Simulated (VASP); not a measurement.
# W (C2/m) in VASP: single point with PBEsol

Aim: the single point of W with PBEsol.

Program: VASP 6.6.1. These are calculated values, not measurements. Logs are shortened: lines on timing, memory, paths and dates and some standing lists are left out, and cuts for length are marked.

### Step 1. The cell of the first run

It takes space group C2/m (No. 12, monoclinic). The conventional cell has a = 4.461 Å, b = 3.154 Å, c = 8.953 Å, α = 90.00°, β = 94.76°, γ = 90.00°. W (site symmetry m) has 13 W at 2.68 to 3.15 Å within 3.5 Å. Within 3.6 Å of W (site symmetry m) lie 14 W at 2.73 to 3.15 Å.

### Step 2. Single point, PBEsol (the part above a cut slid along it)

File INCAR:

```
SYSTEM = W
PREC = Accurate ; ENCUT = 520
EDIFF = 1E-7 ; ISMEAR = 0
SIGMA = 0.15 ; LREAL = .False.
LASPH = .True. ; NELM = 100
ALGO = Fast ; ISIF = 2
LWAVE = .False. ; LCHARG = .True.
GGA = PS ; LVHAR = .True.
NBANDS = 36 ; KPAR = 4
```

File KPOINTS:

```
Automatic mesh
0
Gamma
  23 23 7
  0 0 0
```

File POSCAR:

```
W
1.0
   -1.5771801388      1.5771801388     -1.5771801388
   -1.5771801388     -1.5771801388      1.5771801388
    0.0000000000      6.8345524133      5.7828886967
W
4
Direct
   -0.1458625000      0.1458625000      0.8750000000
    0.4791625000      0.5208375000      0.1250000000
   -0.0625125000      0.0625125000      0.3750000000
    0.3958125000      0.6041875000      0.6250000000
```

Potentials or basis: VASP PAW PBE potentials, release 64 (W_sv).

Started as:

```sh
$ cat potpaw_PBE.64/W_sv/POTCAR > POTCAR
$ mpirun -np 4 vasp_std > vasp.out
```

OUTCAR:

```text
SYSTEM = W
   PREC = Accurate
   ENCUT = 520
   EDIFF = 1E-7
   ISMEAR = 0
   LREAL = .False.
   LASPH = .True.
   NELM = 100
   ISIF = 2
   GGA = PS

 ion  position               nearest neighbor table
   1  0.854  0.146  0.875-   2 2.68   4 2.73   4 2.73   2 2.83   2 2.83   4 3.15   4 3.15
   2  0.479  0.521  0.125-   1 2.68   3 2.73   3 2.73   1 2.83   1 2.83   3 3.15   3 3.15
   3  0.937  0.063  0.375-   2 2.73   4 2.73   2 2.73   4 2.73   2 3.15   4 3.15   4 3.15   2 3.15

   4  0.396  0.604  0.625-   3 2.73   1 2.73   3 2.73   1 2.73   1 3.15   3 3.15   3 3.15   1 3.15

  LATTYP: Found a base centered monoclinic cell.
 ALAT       =     4.4609390852
 B/A-ratio  =     0.7071067812
 C/A-ratio  =     2.0069351982
 COS(beta)  =    -0.0830619744

  Lattice vectors:

 A1 = (  -1.5771801388,  -1.5771801388,   1.5771801388)
 A2 = (   1.5771801388,  -1.5771801388,   1.5771801388)
 A3 = (   0.0000000000,   6.8345524133,   5.7828886967)

Analysis of symmetry for initial positions (statically):
=====================================================================
 Subroutine PRICEL returns:
 Original cell was already a primitive cell.

 Routine SETGRP: Setting up the symmetry group for a
 base centered monoclinic supercell.

 Subroutine GETGRP returns: Found  4 space group operations
 (whereof  2 operations were pure point group operations)
 out of a pool of  4 trial point group operations.

The static configuration has the point symmetry C_1h.
 The point group associated with its full space group is C_2h.

Analysis of symmetry for dynamics (positions and initial velocities):
=====================================================================
 Subroutine PRICEL returns:
 Original cell was already a primitive cell.

 Routine SETGRP: Setting up the symmetry group for a
 base centered monoclinic supercell.

 Subroutine GETGRP returns: Found  4 space group operations
 (whereof  2 operations were pure point group operations)
 out of a pool of  4 trial point group operations.

The dynamic configuration has the point symmetry C_1h.
 The point group associated with its full space group is C_2h.

 Subroutine INISYM returns: Found  4 space group operations
 (whereof  2 operations are pure point group operations),
 and found     1 'primitive' translations

----------------------------------------------------------------------------------------

                                     Primitive cell

  volume of cell :      62.7717

  direct lattice vectors                    reciprocal lattice vectors
    -1.577180139  1.577180139 -1.577180139    -0.317021492  0.145298875 -0.171722616
    -1.577180139 -1.577180139  1.577180139    -0.317021492 -0.145298875  0.171722616
     0.000000000  6.834552413  5.782888697     0.000000000  0.079255373  0.079255373

  length of vectors
     2.731756133  2.731756133  8.952815667     0.388719753  0.388719753  0.112084023

  position of ions in fractional coordinates (direct lattice)
     0.854137500  0.145862500  0.875000000
     0.479162500  0.520837500  0.125000000
     0.937487500  0.062512500  0.375000000
     0.395812500  0.604187500  0.625000000

  ion indices of the primitive-cell ions
   primitive index   ion index
                 1           1
                 2           2
                 3           3
                 4           4

----------------------------------------------------------------------------------------

 KPOINTS: Automatic mesh

Automatic generation of k-mesh.
 Grid dimensions read from file:
 generate k-points for:   23   23    7

 Generating k-lattice:

  Cartesian coordinates                     Fractional coordinates (reciprocal lattice)
    -0.013783543  0.006317342 -0.007466201     0.043478261  0.000000000  0.000000000
    -0.013783543 -0.006317342  0.007466201     0.000000000  0.043478261 -0.000000000
     0.000000000  0.011322196  0.011322196     0.000000000  0.000000000  0.142857143

  Length of vectors
     0.016900859  0.016900859  0.016012003

  Shift w.r.t. Gamma in fractional coordinates (k-lattice)
     0.000000000  0.000000000  0.000000000

 Subroutine IBZKPT returns following result:
 ===========================================

 Found    972 irreducible k-points:

 Following reciprocal coordinates:
            Coordinates               Weight
  0.000000  0.000000  0.000000      1.000000
  0.043478 -0.000000  0.000000      4.000000
  0.086957 -0.000000  0.000000      4.000000
  0.130435 -0.000000 -0.000000      4.000000
  0.173913  0.000000  0.000000      4.000000
  0.217391  0.000000  0.000000      4.000000
[... 16 lines left out ...]
  0.478261  0.043478 -0.000000      4.000000
 -0.478261  0.043478  0.000000      4.000000
 [... further k-points ...]
   k-points           NKPTS =    972   k-points in BZ     NKDIM =    972   number of bands    NBANDS=     36
   number of dos      NEDOS =    301   number of ions     NIONS =      4
   total plane-waves  NPLWV =  28000
   dimension x,y,z NGX =    20 NGY =   20 NGZ =   70
   dimension x,y,z NGXF=    40 NGYF=   40 NGZF=  140
   ions per type =               4
   NGX,Y,Z   is equivalent  to a cutoff of  12.17, 12.17, 13.00 a.u.
   NGXF,Y,Z  is equivalent  to a cutoff of  24.34, 24.34, 26.00 a.u.
 SYSTEM =  W
   PREC   = accura    normal or accurate (medium, high low for compatibility)
   ISTART =      0    job   : 0-new  1-cont  2-samecut
   ICHARG =      2    charge: 1-file 2-atom 10-const
   ISPIN  =      1    spin polarized calculation?
   LNONCOLLINEAR =      F non collinear calculations
   LSORBIT =      F    spin-orbit coupling
   LASPH  =      T    aspherical Exc in radial PAW
   ENCUT  =  520.0 eV  38.22 Ry    6.18 a.u.   5.08  5.08 16.65*2*pi/ulx,y,z
   NELM   =    100;   NELMIN=  2; NELMDL= -5     # of ELM steps
   EDIFF  = 0.1E-06   stopping-criterion for ELM
   LREAL  =      F    real-space projection
   EDIFFG = 0.1E-05   stopping-criterion for IOM
   NSW    =      0    number of steps for IOM
   IBRION =     -1    ionic relax: 0-MD 1-quasi-New 2-CG
   NFREE  =      0    steps in history (QN), initial steepest desc. (CG)
   ISIF   =      2    stress and relaxation
   ISYM   =      2    0-nonsym 1-usesym 2-fastsym
   POTIM  = 0.5000    time-step for ionic-motion
   TEBEG  =    0.0;   TEEND  =   0.0 temperature during run
   PSTRESS=    0.0 pullay stress
   NELECT =      56.0000    total number of electrons
   NUPDOWN=      -1.0000    fix difference up-down
   EMIN   =  10.00;   EMAX   =-10.00  energy-range for DOS
   EFERMI =   0.00;   METHOD = LEGACY
   ISMEAR =     0;   SIGMA  =   0.15  broadening in eV -4-tet -1-fermi 0-gaus
   EFERMI_NEDOS =   21; number of points for ismear=-14 and -15
   IALGO  =     68    algorithm
   IMIX   =      4    mixing-type and parameters
     AMIX     =   0.40;   BMIX     =  1.00
     AMIX_MAG =   1.60;   BMIX_MAG =  1.00
  volume/ion in A,a.u.               =      15.69       105.90
  Fermi-wavevector in a.u.,A,eV,Ry     =   1.575976  2.978162 33.792787  2.483700
  Thomas-Fermi vector in A             =   2.676879
   LORBIT       =      0    0 simple, 1 ext, 2 COOP (PROOUT), +10 PAW based schemes
   GGA     = PS    functional components
   LHFCALC =     F    Hartree Fock is set to
   AEXX    =    0.0000 exact exchange contribution
   IVDW    =     0    specifies the selected vdW correction
   LEPSILON=     F    determine dielectric tensor
   LRPA    =     F    only Hartree local field effects (RPA)
 non-spin polarized calculation
 RMM-DIIS sequential band-by-band and
 Gauss-broadening in eV      SIGMA  =   0.15
  energy-cutoff  :      520.00
  volume of cell :       62.77
 maximum number of plane-waves:      1712
   NGX = 11   NGY = 11   NGZ = 33

 number of electron      56.0000003 magnetization

 Free energy of the ion-electron system (eV)
  ---------------------------------------------------
  ext. energy  EPLUGINS =         0.00000000
  ---------------------------------------------------
  free energy    TOTEN  =       -54.64233182 eV

  energy without entropy =      -54.61830587  energy(sigma->0) =      -54.63031884

 E-fermi :  11.3264     XC(G=0): -13.8111

 val. band max:       11.3263598762   @ k =   0.4348   0.4783   0.2857
 cond. band min:      11.3269552478   @ k =   0.1739   0.0870  -0.0000
 fundamental gap:      0.0005953716
 Fermi energy:        11.3264208639

 k-point     1 :       0.0000    0.0000    0.0000
  band No.  band energies     occupation
      1     -62.6978      2.00000
      2     -62.6261      2.00000
      3     -62.6071      2.00000
      4     -62.5293      2.00000
      5     -27.5816      2.00000
      6     -26.9405      2.00000
[... 28 lines left out ...]
     35      13.7591      0.00000
     36      14.0257      0.00000

 k-point     2 :       0.0435   -0.0000    0.0000
  band No.  band energies     occupation
      1     -62.6959      2.00000
      2     -62.6249      2.00000
      3     -62.6057      2.00000
      4     -62.5286      2.00000
      5     -27.5739      2.00000
      6     -26.9505      2.00000
[... 28 lines left out ...]
     35      13.7581      0.00000
     36      14.0888      0.00000

 k-point     3 :       0.0870   -0.0000    0.0000
  band No.  band energies     occupation
      1     -62.6904      2.00000
      2     -62.6215      2.00000
      3     -62.6016      2.00000
      4     -62.5263      2.00000
      5     -27.5510      2.00000
      6     -26.9771      2.00000
[... 28 lines left out ...]
     35      13.7046      0.00000
     36      14.0393      0.00000
[... 742 lines left out ...]
 k-point    23 :       0.4783    0.0435   -0.0000
  band No.  band energies     occupation
      1     -62.5755      2.00000
      2     -62.5732      2.00000
      3     -62.5316      2.00000
      4     -62.4934      2.00000
      5     -27.5721      2.00000
      6     -27.5671      2.00000
[... 28 lines left out ...]
     35      14.7031      0.00000
     36      15.4205      0.00000

 k-point    24 :      -0.4783    0.0435    0.0000
  band No.  band energies     occupation
      1     -62.5812      2.00000
      2     -62.5694      2.00000
      3     -62.5315      2.00000
      4     -62.4929      2.00000
      5     -27.5653      2.00000
      6     -27.5597      2.00000
[... 28 lines left out ...]
     35      14.6949      0.00000
     36      15.5520      0.00000

 [... further k-points ...]
[... 5 lines left out ...]
  --------------------------------------------------------------------------------------
  -------------------------------------------------------------------------------------
  Total        0.0797284     -0.0117775      3.6183685      0.0000000      1.8223397      0.0000000
  in kB        2.0349794     -0.3006065     92.3548040      0.0000000     46.5131816      0.0000000
  external PRESSURE =      31.3630590 kB  Pullay stress =       0.0000000 kB

 VOLUME and BASIS-vectors are now :
 -----------------------------------------------------------------------------
  energy-cutoff  :      520.00
  volume of cell :       62.77
      direct lattice vectors                 reciprocal lattice vectors
    -1.577180139  1.577180139 -1.577180139    -0.317021492  0.145298875 -0.171722616
    -1.577180139 -1.577180139  1.577180139    -0.317021492 -0.145298875  0.171722616
     0.000000000  6.834552413  5.782888697     0.000000000  0.079255373  0.079255373

 POSITION                                       TOTAL-FORCE (eV/Angst)
 -----------------------------------------------------------------------------------
     -1.57718      7.09731      3.94295         0.000000     -0.561640     -1.566958
     -1.57718      0.78859      0.78859         0.000000      0.561640      1.566958
     -1.57718      3.94295      0.78859         0.000000      0.188712      0.195060
     -1.57718      3.94295      3.94295         0.000000     -0.188712     -0.195060
 -----------------------------------------------------------------------------------
    total drift:                                0.000000     -0.000002      0.000005

  FREE ENERGIE OF THE ION-ELECTRON SYSTEM (eV)
  ---------------------------------------------------
  free  energy   TOTEN  =       -54.6423318156 eV

  energy  without entropy=      -54.6183058695  energy(sigma->0) =      -54.63031884
```

Run time: 7.8 min. Hardware: 4 MPI ranks of Oxide Virtual Turin-like, shared host; peak memory 1.4 GiB.

Results:

```
Free energy            : -54.6423 eV
Pressure               : 3.1 GPa
Largest force          : 1.665 eV/Å
Band gap on the k mesh : zero (bands 28 and 29 overlap by 2.25 eV)
```

Forces in eV/Å, atoms in the order of the input:
```
W    0.000 -0.562 -1.567
W    0.000  0.562  1.567
W    0.000  0.189  0.195
W    0.000 -0.189 -0.195
```

Caveat: the cell differs from its parent crystal (the part above a cut slid along it); the stress differs along the axes, from -0 to 9 GPa; the PAW data sets were made with another functional, which shifts forces and pressure a little; spin-orbit coupling is left out, which moves the levels of the heavy elements.
